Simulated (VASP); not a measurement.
Nb2B3C:

```xyz
6
Lattice="3.7666 0.0000 0.0000 -1.8833 3.2620 0.0000 0.0000 0.0000 5.5199" Properties=species:S:1:pos:R:3 pbc="T T T"
Nb    0.0000    2.1746    0.0000
Nb    1.8833    1.0873    0.0000
B     0.0000    0.0000    4.2555
B     0.0000    0.0000    1.2644
B     0.0000    0.0000    2.7599
C     0.0000    0.0000    0.0000
```

```yaml
Program: VASP 6.6.1
Task: relaxation of cell and atoms
Functional: PBE
Potentials_or_basis: VASP PAW PBE potentials, release 64 (Nb_sv, B, C)
Cutoff: 600 eV
k_mesh: 6 × 6 × 4
Occupations: gaussian, width 0.1 eV
Spin: no spin polarisation
```

At the start: pressure 91.8 GPa; volume 11.30 Å³/atom.

Q: How do energy, volume and symmetry change on relaxing?

A: Over 17 steps the energy falls by 1147.1 meV/atom and the volume is 16.25 Å³/atom (+43.8 %); space group P6/mmm (No. 191, to 0.05 Å).

Step by step:
| step | energy change (eV) | largest force (eV/Å) | pressure (GPa) | volume (Å³) |
| --- | --- | --- | --- | --- |
| 1 | 0.0000 | 10.5543 | 91.84 | 67.82 |
| 2 | 6.1901 | 16.7440 | -6.06 | 153.33 |
| 3 | -0.4160 | 14.0255 | -7.22 | 119.99 |
| 4 | -3.5546 | 12.1618 | -0.89 | 102.56 |
| 5 | -4.5661 | 6.1653 | 35.37 | 79.14 |
| 6 | -4.8741 | 9.9039 | 13.81 | 88.90 |
| 7 | -4.9432 | 9.2499 | 17.63 | 86.66 |
| 8 | -4.3464 | 3.0304 | -16.98 | 124.11 |
| 9 | -6.5988 | 1.1724 | -5.88 | 101.01 |
| 10 | -6.6271 | 1.5156 | -4.82 | 99.93 |
| 11 | -6.6281 | 1.6863 | -4.27 | 99.41 |
| 12 | -6.7261 | 2.3594 | 5.17 | 95.04 |
| 13 | -6.8793 | 0.1507 | 0.58 | 96.87 |
| 14 | -6.8793 | 0.2031 | 0.68 | 96.81 |
| 15 | -6.8822 | 0.1585 | 0.09 | 97.40 |
| 16 | -6.8825 | 0.0672 | 0.23 | 97.26 |
| 17 | -6.8827 | 0.0253 | -0.06 | 97.52 |

Final structure:
```
Nb B C
1.0
     4.33128    0.00000    0.00000
    -2.16564    3.75100    0.00000
     0.00000    0.00000    6.00226
Nb B C
2 3 1
Direct
  0.33333 0.66667 0.00000
  0.66667 0.33333 0.00000
  0.00000 0.00000 0.75889
  0.00000 0.00000 0.24111
  0.00000 0.00000 0.50000
  0.00000 0.00000 0.00000
```

Caveat: the volume moved by over 15 % at a fixed basis, so the end points are rough.
